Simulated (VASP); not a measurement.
# K2S (Fm-3m) in VASP: a series of runs

Runs on K2S. Level: PBE. Tasks: single point.

Program: VASP 6.6.1. These are calculated values, not measurements. Logs are shortened: lines on timing, memory, paths and dates and some standing lists are left out, and cuts for length are marked.

## Step 1: The cell of the first run

Symmetry: Fm-3m, No. 225, cubic system. Conventional cell: a = 7.150 Å, b = 7.150 Å, c = 7.150 Å, α = 90.00°, β = 90.00°, γ = 90.00°. K (site symmetry -43m) has 4 S at 3.10 Å and 6 K at 3.58 Å within 4.1 Å. S (site symmetry m-3m) has 8 K at 3.10 Å within 4.1 Å.

## Step 2: Single point, PBE (volume scaled by 0.88)

Input file INCAR:

```
PREC     = Accurate       # precision mode
ENCUT    = 500            # plane-wave cutoff, eV
EDIFF    = 1E-6           # SCF threshold, eV
ISMEAR   = 0              # smearing method
SIGMA    = 0.02           # smearing width, eV
LREAL    = False          # projectors in reciprocal space
LASPH    = True           # aspherical terms in the spheres
NELM     = 120            # most SCF steps
ALGO     = Normal         # electronic algorithm
ISIF     = 2              # what is computed and relaxed
LWAVE    = False          # write WAVECAR
LCHARG   = True           # write CHGCAR
GGA      = PE             # functional
LELF     = True           # ELF
LVHAR    = True         
NBANDS   = 19             # bands
GGA_COMPAT= False
```

Input file KPOINTS:

```
Automatic mesh
0
Gamma
  6 6 6
```

Input file POSCAR:

```
K2S
1.0
    0.0000000000      3.5750028554      3.5750028554
    3.5750028554      0.0000000000      3.5750028554
    3.5750028554      3.5750028554      0.0000000000
K S
2 1
Direct
    0.2500000000      0.2500000000      0.2500000000
    0.7500000000      0.7500000000      0.7500000000
    0.0000000000      0.0000000000      0.0000000000
```

Potentials or basis: VASP PAW PBE potentials, release 64 (K_sv, S).

Launch:

```sh
$ cat potpaw_PBE.64/K_sv/POTCAR potpaw_PBE.64/S/POTCAR > POTCAR
$ mpirun -np 1 vasp_std > vasp.out
```

OUTCAR:

```text
PREC = Accurate
   ENCUT = 500
   EDIFF = 1E-6
   ISMEAR = 0
   LREAL = False
   LASPH = True
   NELM = 120
   ISIF = 2
   GGA = PE

 ion  position               nearest neighbor table
   1  0.250  0.250  0.250-   3 3.10   3 3.10   3 3.10   3 3.10   2 3.58   2 3.58   2 3.58   2 3.58
                             2 3.58   2 3.58
   2  0.750  0.750  0.750-   3 3.10   3 3.10   3 3.10   3 3.10   1 3.58   1 3.58   1 3.58   1 3.58
                             1 3.58   1 3.58
   3  0.000  0.000  0.000-   2 3.10   2 3.10   2 3.10   1 3.10   2 3.10   1 3.10   1 3.10   1 3.10

  LATTYP: Found a face centered cubic cell.
 ALAT       =     7.1500057108

  Lattice vectors:

 A1 = (   0.0000000000,   3.5750028554,   3.5750028554)
 A2 = (   3.5750028554,   0.0000000000,   3.5750028554)
 A3 = (   3.5750028554,   3.5750028554,   0.0000000000)

Analysis of symmetry for initial positions (statically):
[... 5 lines left out ...]
 face centered cubic supercell.

 Subroutine GETGRP returns: Found 48 space group operations
 (whereof 48 operations were pure point group operations)
 out of a pool of 48 trial point group operations.

The static configuration has the point symmetry O_h .

Analysis of symmetry for dynamics (positions and initial velocities):
[... 5 lines left out ...]
 face centered cubic supercell.

 Subroutine GETGRP returns: Found 48 space group operations
 (whereof 48 operations were pure point group operations)
 out of a pool of 48 trial point group operations.

The dynamic configuration has the point symmetry O_h .

 Subroutine INISYM returns: Found 48 space group operations
 (whereof 48 operations are pure point group operations),
 and found     1 'primitive' translations

----------------------------------------------------------------------------------------

                                     Primitive cell

  volume of cell :      91.3817

  direct lattice vectors                    reciprocal lattice vectors
     0.000000000  3.575002855  3.575002855    -0.139860028  0.139860028  0.139860028
     3.575002855  0.000000000  3.575002855     0.139860028 -0.139860028  0.139860028
     3.575002855  3.575002855  0.000000000     0.139860028  0.139860028 -0.139860028

  length of vectors
     5.055817524  5.055817524  5.055817524     0.242244675  0.242244675  0.242244675

  position of ions in fractional coordinates (direct lattice)
     0.250000000  0.250000000  0.250000000
     0.750000000  0.750000000  0.750000000
     0.000000000  0.000000000  0.000000000

  ion indices of the primitive-cell ions
   primitive index   ion index
                 1           1
                 2           2
                 3           3

----------------------------------------------------------------------------------------

 KPOINTS: Automatic mesh

Automatic generation of k-mesh.
 Grid dimensions read from file:
 generate k-points for:    6    6    6

 Generating k-lattice:

  Cartesian coordinates                     Fractional coordinates (reciprocal lattice)
    -0.023310005  0.023310005  0.023310005     0.166666667  0.000000000  0.000000000
     0.023310005 -0.023310005  0.023310005     0.000000000  0.166666667  0.000000000
     0.023310005  0.023310005 -0.023310005     0.000000000  0.000000000  0.166666667

  Length of vectors
     0.040374112  0.040374112  0.040374112

  Shift w.r.t. Gamma in fractional coordinates (k-lattice)
     0.000000000  0.000000000  0.000000000

 Subroutine IBZKPT returns following result:
 ===========================================

 Found     16 irreducible k-points:

 Following reciprocal coordinates:
            Coordinates               Weight
  0.000000  0.000000  0.000000      1.000000
  0.166667  0.000000  0.000000      8.000000
  0.333333  0.000000  0.000000      8.000000
  0.500000  0.000000  0.000000      4.000000
  0.166667  0.166667  0.000000      6.000000
  0.333333  0.166667  0.000000     24.000000
[... 8 lines left out ...]
 -0.333333  0.333333  0.166667     24.000000
 -0.333333  0.500000  0.166667     12.000000
   k-points           NKPTS =     16   k-points in BZ     NKDIM =     16   number of bands    NBANDS=     19
   number of dos      NEDOS =    301   number of ions     NIONS =      3
   total plane-waves  NPLWV =  64000
   dimension x,y,z NGX =    40 NGY =   40 NGZ =   40
   dimension x,y,z NGXF=    80 NGYF=   80 NGZF=   80
   ions per type =               2   1
   NGX,Y,Z   is equivalent  to a cutoff of  13.15, 13.15, 13.15 a.u.
   NGXF,Y,Z  is equivalent  to a cutoff of  26.31, 26.31, 26.31 a.u.
 SYSTEM =  unknown system
   PREC   = accura    normal or accurate (medium, high low for compatibility)
   ISTART =      0    job   : 0-new  1-cont  2-samecut
   ICHARG =      2    charge: 1-file 2-atom 10-const
   ISPIN  =      1    spin polarized calculation?
   LNONCOLLINEAR =      F non collinear calculations
   LSORBIT =      F    spin-orbit coupling
   LASPH  =      T    aspherical Exc in radial PAW
   ENCUT  =  500.0 eV  36.75 Ry    6.06 a.u.   9.22  9.22  9.22*2*pi/ulx,y,z
   NELM   =    120;   NELMIN=  2; NELMDL= -5     # of ELM steps
   EDIFF  = 0.1E-05   stopping-criterion for ELM
   LREAL  =      F    real-space projection
   EDIFFG = 0.1E-04   stopping-criterion for IOM
   NSW    =      0    number of steps for IOM
   IBRION =     -1    ionic relax: 0-MD 1-quasi-New 2-CG
   NFREE  =      0    steps in history (QN), initial steepest desc. (CG)
   ISIF   =      2    stress and relaxation
   ISYM   =      2    0-nonsym 1-usesym 2-fastsym
   POTIM  = 0.5000    time-step for ionic-motion
   TEBEG  =    0.0;   TEEND  =   0.0 temperature during run
   PSTRESS=    0.0 pullay stress
   NELECT =      24.0000    total number of electrons
   NUPDOWN=      -1.0000    fix difference up-down
   EMIN   =  10.00;   EMAX   =-10.00  energy-range for DOS
   EFERMI =   0.00;   METHOD = LEGACY
   ISMEAR =     0;   SIGMA  =   0.02  broadening in eV -4-tet -1-fermi 0-gaus
   EFERMI_NEDOS =   21; number of points for ismear=-14 and -15
   IALGO  =     38    algorithm
   IMIX   =      4    mixing-type and parameters
     AMIX     =   0.40;   BMIX     =  1.00
     AMIX_MAG =   1.60;   BMIX_MAG =  1.00
  volume/ion in A,a.u.               =      30.46       205.56
  Fermi-wavevector in a.u.,A,eV,Ry     =   1.048396  1.981182 14.954640  1.099135
  Thomas-Fermi vector in A             =   2.183316
   LORBIT       =      0    0 simple, 1 ext, 2 COOP (PROOUT), +10 PAW based schemes
   GGA     = PE    functional components
   LHFCALC =     F    Hartree Fock is set to
   AEXX    =    0.0000 exact exchange contribution
   IVDW    =     0    specifies the selected vdW correction
   LEPSILON=     F    determine dielectric tensor
   LRPA    =     F    only Hartree local field effects (RPA)
 non-spin polarized calculation
 Gauss-broadening in eV      SIGMA  =   0.02
  energy-cutoff  :      500.00
  volume of cell :       91.38
 maximum number of plane-waves:      2336
 NGX is ok and might be reduce to    40
   NGX = 19   NGY = 19   NGZ = 19

 number of electron      24.0000002 magnetization

 Free energy of the ion-electron system (eV)
  ---------------------------------------------------
  ext. energy  EPLUGINS =         0.00000000
  ---------------------------------------------------
  free energy    TOTEN  =        -9.30626060 eV

  energy without entropy =       -9.30626060  energy(sigma->0) =       -9.30626060

 E-fermi :   0.1735     XC(G=0):  -7.7325

 val. band max:        0.0398809626   @ k =   0.5000   0.5000   0.0000
 cond. band min:       2.6915713327   @ k =   0.0000   0.0000   0.0000
 fundamental gap:      2.6516903700
 Fermi energy:         0.1735406905

 k-point     1 :       0.0000    0.0000    0.0000
  band No.  band energies     occupation
      1     -29.0052      2.00000
      2     -28.8809      2.00000
      3     -12.6351      2.00000
      4     -12.6351      2.00000
      5     -12.6351      2.00000
      6     -12.3196      2.00000
[... 11 lines left out ...]
     18       7.8761      0.00000
     19       8.9591      0.00000

 k-point     2 :       0.1667    0.0000    0.0000
  band No.  band energies     occupation
      1     -28.9964      2.00000
      2     -28.8888      2.00000
      3     -12.6302      2.00000
      4     -12.6173      2.00000
      5     -12.6173      2.00000
      6     -12.3878      2.00000
[... 11 lines left out ...]
     18       7.9799      0.00000
     19       8.4960      0.00000

 k-point     3 :       0.3333    0.0000    0.0000
  band No.  band energies     occupation
      1     -28.9728      2.00000
      2     -28.9107      2.00000
      3     -12.6384      2.00000
      4     -12.5664      2.00000
      5     -12.5664      2.00000
      6     -12.4930      2.00000
[... 11 lines left out ...]
     18       7.9393      0.00000
     19       7.9393      0.00000

 k-point     4 :       0.5000    0.0000    0.0000
  band No.  band energies     occupation
      1     -28.9414      2.00000
      2     -28.9412      2.00000
      3     -12.6625      2.00000
      4     -12.5203      2.00000
      5     -12.4986      2.00000
      6     -12.4986      2.00000
[... 11 lines left out ...]
     18       7.8353      0.00000
     19       8.0845      0.00000

 k-point     5 :       0.1667    0.1667    0.0000
  band No.  band energies     occupation
      1     -28.9942      2.00000
      2     -28.8907      2.00000
      3     -12.6581      2.00000
      4     -12.6581      2.00000
      5     -12.5357      2.00000
      6     -12.4949      2.00000
[... 11 lines left out ...]
     18       7.7576      0.00000
     19       7.7735      0.00000
[... 158 lines left out ...]
      2     -28.9199      2.00000
      3     -12.9495      2.00000
      4     -12.7251      2.00000
      5     -12.7251      2.00000
      6     -12.2674      2.00000
[... 11 lines left out ...]
     18       7.9767      0.00000
     19       8.3359      0.00000

 k-point    14 :       0.5000    0.3333    0.1667
  band No.  band energies     occupation
      1     -28.9617      2.00000
      2     -28.9204      2.00000
      3     -12.8143      2.00000
      4     -12.7032      2.00000
      5     -12.5961      2.00000
      6     -12.4078      2.00000
[... 11 lines left out ...]
     18       8.0042      0.00000
     19       8.2655      0.00000

 k-point    15 :      -0.3333    0.3333    0.1667
  band No.  band energies     occupation
      1     -28.9408      2.00000
      2     -28.9407      2.00000
      3     -12.8697      2.00000
      4     -12.7277      2.00000
      5     -12.5072      2.00000
      6     -12.5033      2.00000
[... 11 lines left out ...]
     18       7.6494      0.00000
     19       8.5057      0.00000

 k-point    16 :      -0.3333    0.5000    0.1667
  band No.  band energies     occupation
      1     -28.9508      2.00000
      2     -28.9302      2.00000
      3     -12.9248      2.00000
      4     -12.7527      2.00000
      5     -12.6152      2.00000
      6     -12.3866      2.00000
[... 11 lines left out ...]
     18       7.9005      0.00000
     19       8.5454      0.00000

------------------------ aborting loop because EDIFF is reached ----------------------------------------

  FORCE on cell =-STRESS in cart. coord.  units (eV):
  Direction    XX          YY          ZZ          XY          YZ          ZX
  --------------------------------------------------------------------------------------
  -------------------------------------------------------------------------------------
  Total        1.8112008      1.8112008      1.8112008      0.0000000     -0.0000000      0.0000000
  in kB       31.7554301     31.7554301     31.7554301      0.0000000     -0.0000000      0.0000000
  external PRESSURE =      31.7554301 kB  Pullay stress =       0.0000000 kB

 VOLUME and BASIS-vectors are now :
 -----------------------------------------------------------------------------
  energy-cutoff  :      500.00
  volume of cell :       91.38
      direct lattice vectors                 reciprocal lattice vectors
     0.000000000  3.575002855  3.575002855    -0.139860028  0.139860028  0.139860028
     3.575002855  0.000000000  3.575002855     0.139860028 -0.139860028  0.139860028
     3.575002855  3.575002855  0.000000000     0.139860028  0.139860028 -0.139860028

 POSITION                                       TOTAL-FORCE (eV/Angst)
 -----------------------------------------------------------------------------------
      1.78750      1.78750      1.78750        -0.000000     -0.000000     -0.000000
      5.36250      5.36250      5.36250        -0.000000     -0.000000      0.000000
      0.00000      0.00000      0.00000         0.000000      0.000000     -0.000000
 -----------------------------------------------------------------------------------
    total drift:                               -0.000000     -0.000000      0.000000

  FREE ENERGIE OF THE ION-ELECTRON SYSTEM (eV)
  ---------------------------------------------------
  free  energy   TOTEN  =        -9.3062606036 eV

  energy  without entropy=       -9.3062606036  energy(sigma->0) =       -9.30626060
```

Run time: 26 s. Hardware: 1 thread of Intel Xeon Platinum 8375C at 2.90GHz (Ice Lake), shared host; peak memory 0.24 GiB.

Results:

* Free energy: -9.3063 eV
* Pressure: 3.2 GPa
* Band gap on the k mesh: 2.65 eV, indirect (least direct gap 2.96 eV)

[end of part 1 of 2]
